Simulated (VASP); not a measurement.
**Al: single point with LDA**

Crystal: Al.

```
Al
1.0
     2.90060    0.00000    0.00000
    -1.45030    2.51199    0.00000
     0.00000    0.00000    4.59250
Al
2
Direct
  0.66667 0.33333 0.75000
  0.33333 0.66667 0.25000
```

This isn't the form of Al at room conditions, which is fcc.

```yaml
Program: VASP 6.6.1
Task: single point
Functional: LDA
Potentials_or_basis: VASP PAW LDA potentials, release 64 (Al)
Cutoff: 520 eV
k_mesh: 18 × 18 × 10
Occupations: gaussian, width 0.15 eV
Spin: no spin polarisation
Dipole_correction: no
Further_INCAR_settings: ALGO = Fast; EDIFF = 1e-06; NBANDS = 10
```

```json
{
 "Pressure": "-3.3 GPa",
 "Band gap on the k mesh": "zero (bands 3 and 4 overlap by 7.82 eV)"
}
```

Stress tensor (GPa, compression positive):
```
-4.00  0.00  0.00
 0.00 -4.00  0.00
 0.00  0.00 -2.01
```

Levels at points of the mesh, in eV from the Fermi level:
| k point | band 1 | band 2 | band 3 | band 4 | band 5 | band 6 |
| --- | --- | --- | --- | --- | --- | --- |
| (0.00, 0.00, 0.00) | -11.00 | -4.32 | -4.00 | 9.84 | 9.84 | 10.47 |
| (0.50, 0.00, 0.00) | -5.42 | -5.12 | 0.64 | 1.37 | 1.63 | 1.91 |
| (0.00, 0.00, 0.50) | -9.26 | -9.26 | 3.98 | 3.98 | 11.22 | 11.22 |
| (0.50, 0.00, 0.50) | -3.90 | -3.90 | -3.25 | -3.25 | 6.61 | 6.61 |

It took 24 s on 1 thread of AMD EPYC 9R45 96-Core Processor (Zen 5), with other jobs on the host, peak memory 0.14 GiB.

Caveat: the cell stands under tension.
